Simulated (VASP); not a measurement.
# Sb (Im-3m) in VASP: notebook

The runs below take Sb through single point, with PBEsol, RPBE.

Program: VASP 6.6.1. These are calculated values, not measurements. Logs are shortened: lines on timing, memory, paths and dates and some standing lists are left out, and cuts for length are marked.

## (1) The cell of the first run

It takes space group Im-3m (No. 229, cubic). The conventional cell has a = 3.450 Å, b = 3.450 Å, c = 3.450 Å, α = 90.00°, β = 90.00°, γ = 90.00°. Within 3.9 Å of Sb (site symmetry m-3m) lie 14 Sb at 2.99 to 3.45 Å.

## (2) Single point, PBEsol

Input file INCAR:

```
SYSTEM = Sb
  PREC = Accurate
  ENCUT = 520
  EDIFF = 1E-6
  ISMEAR = -1
  SIGMA = 0.1
  LREAL = .FALSE.
  LASPH = .TRUE.
  NELM = 80
  ALGO = Normal
  ISIF = 2
  LWAVE = .FALSE.
  LCHARG = .FALSE.
  GGA = PS
  NBANDS = 8
```

Input file KPOINTS:

```
regular mesh
0
G
  10 10 10
  0 0 0
```

Input file POSCAR:

```
Sb
1.0
   -1.7250000000      1.7250000000      1.7250000000
    1.7250000000     -1.7250000000      1.7250000000
    1.7250000000      1.7250000000     -1.7250000000
Sb
1
Direct
    0.0000000000      0.0000000000      0.0000000000
```

Potentials or basis: VASP PAW PBE potentials, release 64 (Sb).

On the command line:

```sh
$ cat potpaw_PBE.64/Sb/POTCAR > POTCAR
$ mpirun -np 1 vasp_std > vasp.out
```

OUTCAR:

```text
SYSTEM = Sb
   PREC = Accurate
   ENCUT = 520
   EDIFF = 1E-6
   ISMEAR = -1
   LREAL = .FALSE.
   LASPH = .TRUE.
   NELM = 80
   ISIF = 2
   GGA = PS

 ion  position               nearest neighbor table
   1  0.000  0.000  0.000-

  LATTYP: Found a body centered cubic cell.
 ALAT       =     3.4500000000

  Lattice vectors:

 A1 = (  -1.7250000000,   1.7250000000,   1.7250000000)
 A2 = (   1.7250000000,  -1.7250000000,   1.7250000000)
 A3 = (   1.7250000000,   1.7250000000,  -1.7250000000)

Analysis of symmetry for initial positions (statically):
=====================================================================
 Subroutine PRICEL returns:
 Original cell was already a primitive cell.

 Routine SETGRP: Setting up the symmetry group for a
 body centered cubic supercell.

 Subroutine GETGRP returns: Found 48 space group operations
 (whereof 48 operations were pure point group operations)
 out of a pool of 48 trial point group operations.

The static configuration has the point symmetry O_h .

Analysis of symmetry for dynamics (positions and initial velocities):
=====================================================================
 Subroutine PRICEL returns:
 Original cell was already a primitive cell.

 Routine SETGRP: Setting up the symmetry group for a
 body centered cubic supercell.

 Subroutine GETGRP returns: Found 48 space group operations
 (whereof 48 operations were pure point group operations)
 out of a pool of 48 trial point group operations.

The dynamic configuration has the point symmetry O_h .

 Subroutine INISYM returns: Found 48 space group operations
 (whereof 48 operations are pure point group operations),
 and found     1 'primitive' translations

----------------------------------------------------------------------------------------

                                     Primitive cell

  volume of cell :      20.5318

  direct lattice vectors                    reciprocal lattice vectors
    -1.725000000  1.725000000  1.725000000     0.000000000  0.289855072  0.289855072
     1.725000000 -1.725000000  1.725000000     0.289855072  0.000000000  0.289855072
     1.725000000  1.725000000 -1.725000000     0.289855072  0.289855072  0.000000000

  length of vectors
     2.987787643  2.987787643  2.987787643     0.409916975  0.409916975  0.409916975

  position of ions in fractional coordinates (direct lattice)
     0.000000000  0.000000000  0.000000000

  ion indices of the primitive-cell ions
   primitive index   ion index
                 1           1

----------------------------------------------------------------------------------------

 KPOINTS: regular mesh

Automatic generation of k-mesh.
 Grid dimensions read from file:
 generate k-points for:   10   10   10

 Generating k-lattice:

  Cartesian coordinates                     Fractional coordinates (reciprocal lattice)
     0.000000000  0.028985507  0.028985507     0.100000000  0.000000000  0.000000000
     0.028985507  0.000000000  0.028985507     0.000000000  0.100000000  0.000000000
     0.028985507  0.028985507  0.000000000     0.000000000  0.000000000  0.100000000

  Length of vectors
     0.040991697  0.040991697  0.040991697

  Shift w.r.t. Gamma in fractional coordinates (k-lattice)
     0.000000000  0.000000000  0.000000000

 Subroutine IBZKPT returns following result:
 ===========================================

 Found     47 irreducible k-points:

 Following reciprocal coordinates:
            Coordinates               Weight
  0.000000  0.000000  0.000000      1.000000
  0.100000  0.000000  0.000000     12.000000
  0.200000  0.000000  0.000000     12.000000
  0.300000  0.000000  0.000000     12.000000
  0.400000  0.000000  0.000000     12.000000
  0.500000  0.000000  0.000000      6.000000
[... 16 lines left out ...]
  0.300000  0.300000  0.100000      8.000000
 -0.300000  0.300000  0.100000     24.000000
 [... further k-points ...]
   k-points           NKPTS =     47   k-points in BZ     NKDIM =     47   number of bands    NBANDS=      8
   number of dos      NEDOS =    301   number of ions     NIONS =      1
   total plane-waves  NPLWV =  13824
   dimension x,y,z NGX =    24 NGY =   24 NGZ =   24
   dimension x,y,z NGXF=    48 NGYF=   48 NGZF=   48
   ions per type =               1
   NGX,Y,Z   is equivalent  to a cutoff of  13.35, 13.35, 13.35 a.u.
   NGXF,Y,Z  is equivalent  to a cutoff of  26.71, 26.71, 26.71 a.u.
 SYSTEM =  Sb
   PREC   = accura    normal or accurate (medium, high low for compatibility)
   ISTART =      0    job   : 0-new  1-cont  2-samecut
   ICHARG =      2    charge: 1-file 2-atom 10-const
   ISPIN  =      1    spin polarized calculation?
   LNONCOLLINEAR =      F non collinear calculations
   LSORBIT =      F    spin-orbit coupling
   LASPH  =      T    aspherical Exc in radial PAW
   ENCUT  =  520.0 eV  38.22 Ry    6.18 a.u.   5.56  5.56  5.56*2*pi/ulx,y,z
   NELM   =     80;   NELMIN=  2; NELMDL= -5     # of ELM steps
   EDIFF  = 0.1E-05   stopping-criterion for ELM
   LREAL  =      F    real-space projection
   EDIFFG = 0.1E-04   stopping-criterion for IOM
   NSW    =      0    number of steps for IOM
   IBRION =     -1    ionic relax: 0-MD 1-quasi-New 2-CG
   NFREE  =      0    steps in history (QN), initial steepest desc. (CG)
   ISIF   =      2    stress and relaxation
   ISYM   =      2    0-nonsym 1-usesym 2-fastsym
   POTIM  = 0.5000    time-step for ionic-motion
   TEBEG  =    0.0;   TEEND  =   0.0 temperature during run
   PSTRESS=    0.0 pullay stress
   NELECT =       5.0000    total number of electrons
   NUPDOWN=      -1.0000    fix difference up-down
   EMIN   =  10.00;   EMAX   =-10.00  energy-range for DOS
   EFERMI =   0.00;   METHOD = LEGACY
   ISMEAR =    -1;   SIGMA  =   0.10  broadening in eV -4-tet -1-fermi 0-gaus
   EFERMI_NEDOS =   21; number of points for ismear=-14 and -15
   IALGO  =     38    algorithm
   IMIX   =      4    mixing-type and parameters
     AMIX     =   0.40;   BMIX     =  1.00
     AMIX_MAG =   1.60;   BMIX_MAG =  1.00
  volume/ion in A,a.u.               =      20.53       138.56
  Fermi-wavevector in a.u.,A,eV,Ry     =   1.022325  1.931915 14.220113  1.045149
  Thomas-Fermi vector in A             =   2.155998
   LORBIT       =      0    0 simple, 1 ext, 2 COOP (PROOUT), +10 PAW based schemes
   GGA     = PS    functional components
   LHFCALC =     F    Hartree Fock is set to
   AEXX    =    0.0000 exact exchange contribution
   IVDW    =     0    specifies the selected vdW correction
   LEPSILON=     F    determine dielectric tensor
   LRPA    =     F    only Hartree local field effects (RPA)
 non-spin polarized calculation
  energy-cutoff  :      520.00
  volume of cell :       20.53
 maximum number of plane-waves:       586
 NGX is ok and might be reduce to    24
   NGX = 11   NGY = 11   NGZ = 11

 number of electron       5.0000000 magnetization

 Free energy of the ion-electron system (eV)
  ---------------------------------------------------
  ext. energy  EPLUGINS =         0.00000000
  ---------------------------------------------------
  free energy    TOTEN  =        -3.98729630 eV

  energy without entropy =       -3.95821442  energy(sigma->0) =       -3.97275536

 E-fermi :  12.3497     XC(G=0): -11.5440

 val. band max:       12.3083098939   @ k =  -0.2000   0.3000   0.1000
 cond. band min:      12.4527151895   @ k =  -0.4000   0.4000   0.2000
 fundamental gap:      0.1444052956
 Fermi energy:        12.3497182803

 k-point     1 :       0.0000    0.0000    0.0000
  band No.  band energies     occupation
      1      -3.0212      2.00000
      2      20.2675      0.00000
      3      20.2675      0.00000
      4      20.2675      0.00000
      5      24.0531      0.00000
      6      24.0531      0.00000
      7      24.0531      0.00000
      8      24.2454      0.00000

 k-point     2 :       0.1000    0.0000    0.0000
  band No.  band energies     occupation
      1      -2.7536      2.00000
      2      18.0637      0.00000
      3      19.1736      0.00000
      4      19.8483      0.00000
      5      22.4285      0.00000
      6      22.4900      0.00000
      7      23.8272      0.00000
      8      25.0334      0.00000

 k-point     3 :       0.2000    0.0000    0.0000
  band No.  band energies     occupation
      1      -1.9506      2.00000
      2      14.1938      0.00000
      3      17.4290      0.00000
      4      18.8217      0.00000
      5      21.2322      0.00000
      6      21.2772      0.00000
      7      24.1431      0.00000
      8      25.7075      0.00000

 k-point     4 :       0.3000    0.0000    0.0000
  band No.  band energies     occupation
      1      -0.6150      2.00000
      2      10.3795      2.00000
      3      15.9555      0.00000
      4      17.7824      0.00000
      5      20.3511      0.00000
      6      20.4827      0.00000
      7      25.2427      0.00000
      8      26.5497      0.00000

 k-point     5 :       0.4000    0.0000    0.0000
  band No.  band energies     occupation
      1       1.2180      2.00000
      2       6.9911      2.00000
      3      15.0006      0.00000
      4      17.0791      0.00000
      5      19.8298      0.00000
      6      20.0216      0.00000
      7      26.8002      0.00000
      8      27.6754      0.00000

 k-point     6 :       0.5000    0.0000    0.0000
  band No.  band energies     occupation
      1       2.8822      2.00000
      2       4.7993      2.00000
      3      14.6714      0.00000
      4      16.8346      0.00000
      5      19.6574      0.00000
      6      19.8717      0.00000
      7      28.2336      0.00000
      8      28.9308      0.00000

 k-point     7 :       0.1000    0.1000    0.0000
  band No.  band energies     occupation
      1      -2.2183      2.00000
      2      15.7534      0.00000
      3      17.0882      0.00000
      4      18.6345      0.00000
      5      22.1066      0.00000
      6      22.3547      0.00000
      7      23.9508      0.00000
      8      25.4836      0.00000

 k-point     8 :       0.2000    0.1000    0.0000
  band No.  band energies     occupation
      1      -1.1484      2.00000
      2      12.3039      1.22500
      3      15.1280      0.00000
      4      17.4149      0.00000
      5      21.3218      0.00000
      6      22.5653      0.00000
      7      23.9414      0.00000
      8      27.1536      0.00000

 k-point     9 :       0.3000    0.1000    0.0000
  band No.  band energies     occupation
      1       0.4425      2.00000
      2       8.7739      2.00000
      3      13.9183      0.00000
      4      16.4891      0.00000
      5      20.6543      0.00000
      6      22.3622      0.00000
      7      24.7455      0.00000
      8      28.5397      0.00000

 k-point    10 :       0.4000    0.1000    0.0000
  band No.  band energies     occupation
      1       2.4236      2.00000
      2       5.7737      2.00000
      3      13.3055      0.00014
      4      16.0009      0.00000
      5      20.3169      0.00000
      6      22.0947      0.00000
      7      26.2872      0.00000
      8      28.1926      0.00000
[... 78 lines left out ...]
 k-point    18 :       0.4000    0.1000    0.1000
  band No.  band energies     occupation
      1       3.3081      2.00000
      2       5.3901      2.00000
      3      11.9574      1.96122
      4      13.5619      0.00001
      5      23.3481      0.00000
      6      23.4267      0.00000
      7      28.8457      0.00000
      8      29.3451      0.00000

 k-point    19 :      -0.1000    0.1000    0.1000
  band No.  band energies     occupation
      1      -2.4861      2.00000
      2      17.9313      0.00000
      3      18.0616      0.00000
      4      18.0616      0.00000
      5      21.1964      0.00000
      6      23.5201      0.00000
      7      23.5201      0.00000
      8      24.3166      0.00000

 k-point    20 :       0.2000    0.2000    0.1000
  band No.  band energies     occupation
      1       1.4754      2.00000
      2       8.9124      2.00000
      3      10.9318      2.00000
      4      13.0702      0.00149
      5      25.0747      0.00000
      6      25.5302      0.00000
      7      27.1136      0.00000
      8      27.8302      0.00000

 k-point    21 :       0.3000    0.2000    0.1000
  band No.  band energies     occupation
      1       3.3307      2.00000
      2       6.7762      2.00000
      3       9.7014      2.00000
      4      12.5179      0.31375
      5      25.0154      0.00000
      6      26.5783      0.00000
      7      27.5259      0.00000
      8      28.9608      0.00000

 k-point    22 :      -0.2000    0.2000    0.1000
  band No.  band energies     occupation
      1      -1.6835      2.00000
      2      14.3534      0.00000
      3      16.3689      0.00000
      4      17.4647      0.00000
      5      20.4830      0.00000
      6      22.5693      0.00000
      7      23.3716      0.00000
      8      26.3654      0.00000

 k-point    23 :       0.3000    0.3000    0.1000
  band No.  band energies     occupation
      1       4.3167      2.00000
      2       7.3977      2.00000
      3       7.3977      2.00000
      4      12.2052      1.61859
      5      26.4087      0.00000
      6      27.0294      0.00000
      7      27.0294      0.00000
      8      30.1747      0.00000

 k-point    24 :      -0.3000    0.3000    0.1000
  band No.  band energies     occupation
      1      -0.3495      2.00000
      2      10.6059      2.00000
      3      14.9609      0.00000
      4      16.6181      0.00000
      5      20.8768      0.00000
      6      21.6355      0.00000
      7      23.0554      0.00000
      8      28.9754      0.00000

 [... further k-points ...]
[... 5 lines left out ...]
  --------------------------------------------------------------------------------------
  -------------------------------------------------------------------------------------
  Total        3.6070845      3.6070845      3.6070845     -0.0000000     -0.0000000      0.0000000
  in kB      281.4748597    281.4748597    281.4748597     -0.0000000     -0.0000000      0.0000000
  external PRESSURE =     281.4748597 kB  Pullay stress =       0.0000000 kB

 VOLUME and BASIS-vectors are now :
 -----------------------------------------------------------------------------
  energy-cutoff  :      520.00
  volume of cell :       20.53
      direct lattice vectors                 reciprocal lattice vectors
    -1.725000000  1.725000000  1.725000000     0.000000000  0.289855072  0.289855072
     1.725000000 -1.725000000  1.725000000     0.289855072  0.000000000  0.289855072
     1.725000000  1.725000000 -1.725000000     0.289855072  0.289855072  0.000000000

 POSITION                                       TOTAL-FORCE (eV/Angst)
 -----------------------------------------------------------------------------------
      0.00000      0.00000      0.00000         0.000000     -0.000000     -0.000000
 -----------------------------------------------------------------------------------
    total drift:                                0.000000     -0.000000      0.000000

  FREE ENERGIE OF THE ION-ELECTRON SYSTEM (eV)
  ---------------------------------------------------
  free  energy   TOTEN  =        -3.9872962955 eV

  energy  without entropy=       -3.9582144223  energy(sigma->0) =       -3.97275536
```

Wall time 6.2 s (1 thread of Intel Xeon Platinum 8259CL at 2.50GHz (Skylake/Cascade Lake), shared host); peak memory 0.14 GiB.

Results:

* Free energy: -3.9873 eV
* Pressure: 28.1 GPa

Caveat: the PAW data sets were made with another functional, which shifts forces and pressure a little; spin-orbit coupling is left out, which moves the levels of the heavy elements.

## (3) Single point, RPBE

Input file INCAR:

```
PREC = Accurate
ENCUT = 520
EDIFF = 1E-7
ISMEAR = -1
SIGMA = 0.1
LREAL = F
LASPH = T
NELM = 100
ALGO = Normal
ISIF = 2
LWAVE = F
LCHARG = F
GGA = RP
NBANDS = 8
```

Input file KPOINTS:

```
regular mesh
0
Gamma
  10 10 10
```

POSCAR is that of step 2.

Potentials or basis: VASP PAW PBE potentials, release 64 (Sb).

On the command line:

```sh
$ cat potpaw_PBE.64/Sb/POTCAR > POTCAR
$ mpirun -np 1 vasp_std > vasp.out
```

Run time: 5.5 s. Hardware: 1 thread of Intel Xeon Platinum 8259CL at 2.50GHz (Skylake/Cascade Lake), shared host; peak memory 0.14 GiB.

It converged, with:

```yaml
Free_energy: -2.9240 eV
Pressure: 34.3 GPa
```

Levels at points of the mesh, in eV from the Fermi level:
```tsv
k point	band 1	band 2	band 3	band 4	band 5	band 6	band 7	band 8
(0.00, 0.00, 0.00)	-15.36	7.97	7.97	7.97	11.57	11.57	11.57	11.79
(0.50, 0.00, 0.00)	-9.44	-7.56	2.33	4.50	7.20	7.48	15.85	16.49
(0.50, 0.50, 0.50)	-4.05	-2.75	-2.75	-2.75	2.26	2.26	18.64	19.05
```

Caveat: the PAW data sets were made with another functional, which shifts forces and pressure a little; spin-orbit coupling is left out, which moves the levels of the heavy elements.
